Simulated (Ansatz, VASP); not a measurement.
**Two plane-wave programs on HfN**

```
Hf N
1.0
     0.37122   -2.55385   -2.77077
     0.29055    2.00298   -2.21990
     4.87920   -0.08068   -0.66177
Hf N
2 2
Direct
  0.48728 0.49207 0.46416
  0.10532 0.03805 0.08317
  0.90449 0.44602 0.26919
  0.50292 0.02387 0.68348
```

Change from the starting cell: all atoms moved at random, sigma 0.25 Å a component, cell strained at random, sigma 0.1.

Alike in both runs: task single point; functional PBEsol; k mesh 10 × 10 × 8; occupations gaussian, width 0.15 eV; no spin polarisation.

```csv
,VASP,Ansatz
version,VASP 6.6.1,Ansatz 0.2.0
potentials or method,"VASP PAW PBE potentials, release 64 (Hf_pv, N), cutoff 520 eV","scalar-relativistic, plane waves, PAW"
valence electrons in the cell,30,62
```

```tsv
	VASP	Ansatz	Ansatz less VASP
gap on the k mesh at the Fermi level (eV)	none	none	-
pressure (GPa)	91.9	89.2	-2.70
traceless stress, the component that is largest in VASP (GPa)	38.46	36.89	-1.579
rms of the force components (eV/Å)	8.837	8.444	-0.3930
```

VASP's potentials were made for PBE, not for PBEsol. Atom by atom the forces differ by 0.420 eV/Å (rms over components). A gap of «none» marks a metal or a gap that the smearing closes. Both programs put the cell under a high pressure, so it lies far from rest at this level. VASP's potentials hold 30 valence electrons a cell and Ansatz's 62, so a difference there can come from the potentials and not from the codes.

Spin-orbit coupling is off throughout. Noted on VASP's run: the cell as given lies far from equilibrium.
